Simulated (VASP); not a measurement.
# VPt (P4/mmm) in VASP: a series of runs

VPt is run at these levels: LDA; tasks: electric field gradients, vibrations by perturbation theory.

All numbers are computed with VASP 6.6.1; they aren't measurements. Logs are shortened: lines on timing, memory, paths and dates and some standing lists are left out, and cuts for length are marked.

## Step 1: The cell of the first run

The structure is tetragonal, space group P4/mmm (No. 123). Conventional cell: a = 2.655 Å, b = 2.655 Å, c = 3.831 Å, α = 90.00°, β = 90.00°, γ = 90.00°. V (site symmetry 4/mmm) has 4 V at 2.65 Å and 8 Pt at 2.68 Å within 3.5 Å. Pt (site symmetry 4/mmm) has 4 Pt at 2.65 Å and 8 V at 2.68 Å within 3.5 Å.

## Step 2: Electric field gradients, LDA

File INCAR:

```
SYSTEM = VPt
PREC = Accurate
ENCUT = 520
EDIFF = 1E-8
ISMEAR = -1
SIGMA = 0.15
LREAL = .False.
LASPH = .True.
NELM = 80
ALGO = Fast
ISIF = 2
LWAVE = .False.
LCHARG = .False.
GGA = CA
LEFG = .True.
NBANDS = 18
```

File KPOINTS:

```
Automatic mesh
0
Gamma
  16 16 12
  0 0 0
```

File POSCAR:

```
VPt
1.0
    2.6548819647      0.0000000000      0.0000000000
    0.0000000000      2.6548819647      0.0000000000
    0.0000000000      0.0000000000      3.8308134572
V Pt
1 1
Direct
    0.5000000000      0.5000000000      0.5000000000
    0.0000000000      0.0000000000      0.0000000000
```

Potentials or basis: VASP PAW LDA potentials, release 64 (V_sv, Pt).

Run with:

```
$ cat potpaw_LDA.64/V_sv/POTCAR potpaw_LDA.64/Pt/POTCAR > POTCAR
$ mpirun -np 1 vasp_std > vasp.out
```

OUTCAR:

```text
SYSTEM = VPt
   PREC = Accurate
   ENCUT = 520
   EDIFF = 1E-8
   ISMEAR = -1
   LREAL = .False.
   LASPH = .True.
   NELM = 80
   ISIF = 2
   GGA = CA

 ion  position               nearest neighbor table
   1  0.500  0.500  0.500-   2 2.68   2 2.68   2 2.68   2 2.68   2 2.68   2 2.68   2 2.68   2 2.68

   2  0.000  0.000  0.000-   1 2.68   1 2.68   1 2.68   1 2.68   1 2.68   1 2.68   1 2.68   1 2.68

  LATTYP: Found a simple tetragonal cell.
 ALAT       =     2.6548819647
 C/A-ratio  =     1.4429317417

  Lattice vectors:

 A1 = (   2.6548819647,   0.0000000000,   0.0000000000)
 A2 = (   0.0000000000,   2.6548819647,   0.0000000000)
 A3 = (   0.0000000000,   0.0000000000,   3.8308134572)

Analysis of symmetry for initial positions (statically):
=====================================================================
 Subroutine PRICEL returns:
 Original cell was already a primitive cell.

 Routine SETGRP: Setting up the symmetry group for a
 simple tetragonal supercell.

 Subroutine GETGRP returns: Found 16 space group operations
 (whereof 16 operations were pure point group operations)
 out of a pool of 16 trial point group operations.

The static configuration has the point symmetry D_4h.

Analysis of symmetry for dynamics (positions and initial velocities):
=====================================================================
 Subroutine PRICEL returns:
 Original cell was already a primitive cell.

 Routine SETGRP: Setting up the symmetry group for a
 simple tetragonal supercell.

 Subroutine GETGRP returns: Found 16 space group operations
 (whereof 16 operations were pure point group operations)
 out of a pool of 16 trial point group operations.

The dynamic configuration has the point symmetry D_4h.

 Subroutine INISYM returns: Found 16 space group operations
 (whereof 16 operations are pure point group operations),
 and found     1 'primitive' translations

----------------------------------------------------------------------------------------

                                     Primitive cell

  volume of cell :      27.0011

  direct lattice vectors                    reciprocal lattice vectors
     2.654881965  0.000000000  0.000000000     0.376664580  0.000000000  0.000000000
     0.000000000  2.654881965  0.000000000     0.000000000  0.376664580  0.000000000
     0.000000000  0.000000000  3.830813457     0.000000000  0.000000000  0.261041163

  length of vectors
     2.654881965  2.654881965  3.830813457     0.376664580  0.376664580  0.261041163

  position of ions in fractional coordinates (direct lattice)
     0.500000000  0.500000000  0.500000000
     0.000000000  0.000000000  0.000000000

  ion indices of the primitive-cell ions
   primitive index   ion index
                 1           1
                 2           2

----------------------------------------------------------------------------------------

 KPOINTS: Automatic mesh

Automatic generation of k-mesh.
 Grid dimensions read from file:
 generate k-points for:   16   16   12

 Generating k-lattice:

  Cartesian coordinates                     Fractional coordinates (reciprocal lattice)
     0.023541536  0.000000000  0.000000000     0.062500000  0.000000000  0.000000000
     0.000000000  0.023541536  0.000000000     0.000000000  0.062500000  0.000000000
     0.000000000  0.000000000  0.021753430     0.000000000  0.000000000  0.083333333

  Length of vectors
     0.023541536  0.023541536  0.021753430

  Shift w.r.t. Gamma in fractional coordinates (k-lattice)
     0.000000000  0.000000000  0.000000000

 Subroutine IBZKPT returns following result:
 ===========================================

 Found    315 irreducible k-points:

 Following reciprocal coordinates:
            Coordinates               Weight
  0.000000  0.000000  0.000000      1.000000
  0.062500  0.000000  0.000000      4.000000
  0.125000  0.000000  0.000000      4.000000
  0.187500  0.000000  0.000000      4.000000
  0.250000  0.000000  0.000000      4.000000
  0.312500  0.000000  0.000000      4.000000
[... 16 lines left out ...]
  0.437500  0.125000  0.000000      8.000000
  0.500000  0.125000  0.000000      4.000000
 [... further k-points ...]
   k-points           NKPTS =    315   k-points in BZ     NKDIM =    315   number of bands    NBANDS=     18
   number of dos      NEDOS =    301   number of ions     NIONS =      2
   total plane-waves  NPLWV =  11200
   dimension x,y,z NGX =    20 NGY =   20 NGZ =   28
   dimension x,y,z NGXF=    40 NGYF=   40 NGZF=   56
   ions per type =               1   1
   NGX,Y,Z   is equivalent  to a cutoff of  12.52, 12.52, 12.15 a.u.
   NGXF,Y,Z  is equivalent  to a cutoff of  25.05, 25.05, 24.30 a.u.
 SYSTEM =  VPt
   PREC   = accura    normal or accurate (medium, high low for compatibility)
   ISTART =      0    job   : 0-new  1-cont  2-samecut
   ICHARG =      2    charge: 1-file 2-atom 10-const
   ISPIN  =      1    spin polarized calculation?
   LNONCOLLINEAR =      F non collinear calculations
   LSORBIT =      F    spin-orbit coupling
   LASPH  =      T    aspherical Exc in radial PAW
   ENCUT  =  520.0 eV  38.22 Ry    6.18 a.u.   4.94  4.94  7.12*2*pi/ulx,y,z
   NELM   =     80;   NELMIN=  2; NELMDL= -5     # of ELM steps
   EDIFF  = 0.1E-07   stopping-criterion for ELM
   LREAL  =      F    real-space projection
   EDIFFG = 0.1E-06   stopping-criterion for IOM
   NSW    =      0    number of steps for IOM
   IBRION =     -1    ionic relax: 0-MD 1-quasi-New 2-CG
   NFREE  =      0    steps in history (QN), initial steepest desc. (CG)
   ISIF   =      2    stress and relaxation
   ISYM   =      2    0-nonsym 1-usesym 2-fastsym
   POTIM  = 0.5000    time-step for ionic-motion
   TEBEG  =    0.0;   TEEND  =   0.0 temperature during run
   PSTRESS=    0.0 pullay stress
   NELECT =      23.0000    total number of electrons
   NUPDOWN=      -1.0000    fix difference up-down
   EMIN   =  10.00;   EMAX   =-10.00  energy-range for DOS
   EFERMI =   0.00;   METHOD = LEGACY
   ISMEAR =    -1;   SIGMA  =   0.15  broadening in eV -4-tet -1-fermi 0-gaus
   EFERMI_NEDOS =   21; number of points for ismear=-14 and -15
   IALGO  =     68    algorithm
   IMIX   =      4    mixing-type and parameters
     AMIX     =   0.40;   BMIX     =  1.00
     AMIX_MAG =   1.60;   BMIX_MAG =  1.00
  volume/ion in A,a.u.               =      13.50        91.11
  Fermi-wavevector in a.u.,A,eV,Ry     =   1.551876  2.932620 32.767163  2.408319
  Thomas-Fermi vector in A             =   2.656332
   LORBIT       =      0    0 simple, 1 ext, 2 COOP (PROOUT), +10 PAW based schemes
   GGA     = CA    functional components
   LHFCALC =     F    Hartree Fock is set to
   AEXX    =    0.0000 exact exchange contribution
   IVDW    =     0    specifies the selected vdW correction
   LEPSILON=     F    determine dielectric tensor
   LRPA    =     F    only Hartree local field effects (RPA)
 non-spin polarized calculation
 RMM-DIIS sequential band-by-band and
  energy-cutoff  :      520.00
  volume of cell :       27.00
 maximum number of plane-waves:       744
 NGX is ok and might be reduce to    20
   NGX =  9   NGY =  9   NGZ = 15

 number of electron      22.9999998 magnetization

 Free energy of the ion-electron system (eV)
  ---------------------------------------------------
  ext. energy  EPLUGINS =         0.00000000
  ---------------------------------------------------
  free energy    TOTEN  =       -18.66174484 eV

  energy without entropy =      -18.54151867  energy(sigma->0) =      -18.60163175

 E-fermi :  11.8210     XC(G=0): -13.7964

 val. band max:       11.8154286539   @ k =   0.2500   0.2500   0.0000
 cond. band min:      11.8230076969   @ k =   0.3125   0.1875   0.5000
 fundamental gap:      0.0075790430
 Fermi energy:        11.8210116573

 k-point     1 :       0.0000    0.0000    0.0000
  band No.  band energies     occupation
      1     -51.8090      2.00000
      2     -26.2077      2.00000
      3     -25.7297      2.00000
      4     -25.7297      2.00000
      5       2.0241      2.00000
      6       4.8555      2.00000
[... 10 lines left out ...]
     17      22.8610      0.00000
     18      24.6548      0.00000

 k-point     2 :       0.0625    0.0000    0.0000
  band No.  band energies     occupation
      1     -51.8063      2.00000
      2     -26.2059      2.00000
      3     -25.7505      2.00000
      4     -25.7279      2.00000
      5       2.1412      2.00000
      6       4.9278      2.00000
[... 10 lines left out ...]
     17      22.7629      0.00000
     18      24.2163      0.00000

 k-point     3 :       0.1250    0.0000    0.0000
  band No.  band energies     occupation
      1     -51.7987      2.00000
      2     -26.2007      2.00000
      3     -25.8095      2.00000
      4     -25.7231      2.00000
      5       2.4780      2.00000
      6       5.1064      2.00000
[... 10 lines left out ...]
     17      22.2731      0.00000
     18      23.4130      0.00000

 k-point     4 :       0.1875    0.0000    0.0000
  band No.  band energies     occupation
      1     -51.7872      2.00000
      2     -26.1929      2.00000
      3     -25.8972      2.00000
      4     -25.7158      2.00000
      5       2.9893      2.00000
      6       5.3484      2.00000
[... 375 lines left out ...]
      4     -25.7662      2.00000
      5       5.2129      2.00000
      6       6.5165      2.00000
[... 10 lines left out ...]
     17      22.0413      0.00000
     18      22.7976      0.00000

 k-point    23 :       0.4375    0.1250    0.0000
  band No.  band energies     occupation
      1     -51.7312      2.00000
      2     -26.2309      2.00000
      3     -26.1520      2.00000
      4     -25.7608      2.00000
      5       5.6157      2.00000
      6       6.2986      2.00000
[... 10 lines left out ...]
     17      23.2665      0.00000
     18      23.2959      0.00000

 k-point    24 :       0.5000    0.1250    0.0000
  band No.  band energies     occupation
      1     -51.7285      2.00000
      2     -26.2504      2.00000
      3     -26.1500      2.00000
      4     -25.7589      2.00000
      5       5.7790      2.00000
      6       6.2242      2.00000
[... 10 lines left out ...]
     17      24.0012      0.00000
     18      24.1467      0.00000

 [... further k-points ...]

------------------------ aborting loop because EDIFF is reached ----------------------------------------

  FORCE on cell =-STRESS in cart. coord.  units (eV):
  Direction    XX          YY          ZZ          XY          YZ          ZX
  --------------------------------------------------------------------------------------
  -------------------------------------------------------------------------------------
  Total        0.1332584      0.1332584      0.1398095      0.0000000      0.0000000      0.0000000
  in kB        7.9072204      7.9072204      8.2959452      0.0000000      0.0000000      0.0000000
  external PRESSURE =       8.0367953 kB  Pullay stress =       0.0000000 kB

 VOLUME and BASIS-vectors are now :
 -----------------------------------------------------------------------------
  energy-cutoff  :      520.00
  volume of cell :       27.00
      direct lattice vectors                 reciprocal lattice vectors
     2.654881965  0.000000000  0.000000000     0.376664580  0.000000000  0.000000000
     0.000000000  2.654881965  0.000000000     0.000000000  0.376664580  0.000000000
     0.000000000  0.000000000  3.830813457     0.000000000  0.000000000  0.261041163

 POSITION                                       TOTAL-FORCE (eV/Angst)
 -----------------------------------------------------------------------------------
      1.32744      1.32744      1.91541         0.000000      0.000000      0.000000
      0.00000      0.00000      0.00000         0.000000      0.000000      0.000000
 -----------------------------------------------------------------------------------
    total drift:                               -0.000000      0.000000      0.000000

  FREE ENERGIE OF THE ION-ELECTRON SYSTEM (eV)
  ---------------------------------------------------
  free  energy   TOTEN  =       -18.6617448396 eV

  energy  without entropy=      -18.5415186702  energy(sigma->0) =      -18.60163175

 Electric field gradients (V/A^2)
---------------------------------------------------------------------
 ion       V_xx      V_yy      V_zz      V_xy      V_xz      V_yz
---------------------------------------------------------------------
   1      -4.941    -4.941     9.882    -0.000    -0.000    -0.000
   2       2.516     2.516    -5.031     0.000     0.000     0.000
---------------------------------------------------------------------

 Electric field gradients after diagonalization (V/A^2)
 (convention: |V_zz| > |V_xx| > |V_yy|)
----------------------------------------------------------------------
 ion       V_xx      V_yy      V_zz     asymmetry (V_yy - V_xx)/ V_zz
----------------------------------------------------------------------
   1      -4.941    -4.941     9.882       0.000
   2       2.516     2.516    -5.031       0.000
----------------------------------------------------------------------

           NMR quadrupolar parameters

 Cq : quadrupolar parameter    Cq=e*Q*V_zz/h
 eta: asymmetry parameters     (V_yy - V_xx)/ V_zz
 Q  : nuclear electric quadrupole moment in mb (millibarn)
----------------------------------------------------------------------
 ion       Cq(MHz)       eta       Q (mb)
----------------------------------------------------------------------
   1       0.024       0.000       1.000
   2      -0.012       0.000       1.000
----------------------------------------------------------------------
```

It took 4 min on 1 thread of AMD EPYC 7R43 (Zen 3), shared host; peak memory 0.22 GiB.

Results:

```yaml
Free_energy: -18.6617 eV
Pressure: 0.8 GPa
Band_gap_on_the_k_mesh: zero (an odd number of electrons rules out a gap without spin polarisation)
Largest_electric_field_gradient_by_atom: V +9.9; Pt -5.0 V/Å²
```

Electric field gradients, principal values (V/Å²):
| atom | least | middle | greatest (by size) |
| --- | --- | --- | --- |
| 1 V | -4.941 | -4.941 | 9.882 |
| 2 Pt | 2.516 | 2.516 | -5.031 |

Caveat: without QUAD_EFG the Cq values of the log hold for a quadrupole moment of 1 mb, not for the nuclei; spin-orbit coupling is left out, which moves the levels of the heavy elements.

(Continued in part 2 of 3.)
